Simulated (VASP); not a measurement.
Here is a VASP 6.6.1 calculation.

File POSCAR:

```
Sn
1.0
    0.0000000000      3.3712707755      3.3712707755
    3.3712707755      0.0000000000      3.3712707755
    3.3712707755      3.3712707755      0.0000000000
Sn
2
Direct
    0.0000000000      0.0000000000      0.0000000000
    0.2500000000      0.2500000000      0.2500000000
```

INCAR.step1

```
ALGO = Normal
EDIFF = 1E-4
ENCUT = 520
GGA = PE
ISMEAR = -1
LASPH = T
LCHARG = F
LREAL = F
LWAVE = T
NBANDS = 21
NELM = 100
PREC = Accurate
SIGMA = 0.1
```

File INCAR.step2:

```
ALGO = Normal
EDIFF = 1E-6
ENCUT = 520
ISIF = 2
ISMEAR = -1
ISTART = 1
LASPH = T
LCHARG = F
LMIXTAU = T
LREAL = F
LWAVE = F
METAGGA = R2SCAN
NBANDS = 21
NELM = 100
PREC = Accurate
SIGMA = 0.1
```

Contents of KPOINTS:

```
k-points
0
Gamma
  9 9 9
```

Potentials or basis: VASP PAW PBE potentials, release 64 (Sn_d).

Launch:

```sh
$ cat potpaw_PBE.64/Sn_d/POTCAR > POTCAR
$ cp INCAR.step1 INCAR
$ mpirun -np 1 vasp_std > vasp.out
$ cp INCAR.step2 INCAR
$ mpirun -np 1 vasp_std > vasp.out
```

Problem. What does it give for the band gap on the k mesh?

Solution. Zero (bands 14 and 15 overlap by 0.08 eV).

Problem. Predict the pressure.

Solution. -2.8 GPa.

Caveat: the PAW data sets were made with another functional, which shifts forces and pressure a little; spin-orbit coupling is left out, which moves the levels of the heavy elements.
